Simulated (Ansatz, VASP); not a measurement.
## BP: VASP beside Ansatz

```
B P
1.0
     0.00000    2.45052    2.35976
     2.45052    0.00000    2.35976
     2.45052    2.45052    0.00000
B P
1 1
Cartesian
  0.0000 0.0000 0.0000
  3.6758 3.6758 3.5396
```

Change from the starting cell: strain +0.080 along x and y, +0.040 along z, atoms carried along.

Alike in both runs: task single point; functional r2SCAN; k mesh 10 × 10 × 10; occupations gaussian, width 0.05 eV; no spin polarisation.

```csv
,VASP,Ansatz
version,VASP 6.6.1,Ansatz 0.2.0
potentials or method,"VASP PAW PBE potentials, release 64 (B, P), cutoff 520 eV","scalar-relativistic, plane waves, PAW"
valence electrons in the cell,8,8
```

Ansatz gave:

```
gap on the k mesh at the Fermi level (eV)                     : 1.12
least direct gap on the mesh (eV)                             : 3.00
pressure (GPa)                                                : -22.6
traceless stress, the component that is largest in VASP (GPa) : 5.65
```

Problem. Estimate VASP's values.

Solution. gap on the k mesh at the Fermi level (eV): 1.14; least direct gap on the mesh (eV): 3.04; pressure (GPa): -23.0; traceless stress, the component that is largest in VASP (GPa): 5.67.

VASP's potentials were made for PBE, not for r2SCAN.
